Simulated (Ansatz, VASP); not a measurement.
## CsCdCl3: VASP beside Ansatz

```xyz
5
Lattice="5.2000 0.0000 0.0000 0.0000 5.2000 0.0000 0.0000 0.0000 5.2000" Properties=species:S:1:pos:R:3 pbc="T T T"
Cs    0.0000    0.0000    0.0000
Cd    2.6000    2.6000    2.6000
Cl    0.0000    2.6000    2.6000
Cl    2.6000    0.0000    2.6000
Cl    2.6000    2.6000    0.0000
```

Alike in both runs: task relaxation of cell and atoms; functional LDA; k mesh 6 × 6 × 6; occupations gaussian, width 0.02 eV; no spin polarisation.

```csv
,VASP,Ansatz
version,VASP 6.6.1,Ansatz 0.2.0
potentials or method,"VASP PAW LDA potentials, release 64 (Cs_sv, Cd, Cl), cutoff 600 eV","scalar-relativistic, plane waves, PAW"
valence electrons in the cell,42,50
```

VASP gave:

- gap on the k mesh at the Fermi level, each at its own relaxed structure (eV): 1.61
- relaxed volume (Å³/atom): 26.92
- relaxed length of the cell vector where the two differ most in proportion (Å): 5.125

Estimate Ansatz's values.

gap on the k mesh at the Fermi level, each at its own relaxed structure (eV): 1.59; relaxed volume (Å³/atom): 26.72; relaxed length of the cell vector where the two differ most in proportion (Å): 5.112.

LDA's correlation is that of Perdew and Zunger in VASP and of Perdew and Wang (1992) in Ansatz. VASP's potentials hold 42 valence electrons a cell and Ansatz's 50, so a difference there can come from the potentials and not from the codes.

Neither program's run includes spin-orbit coupling.
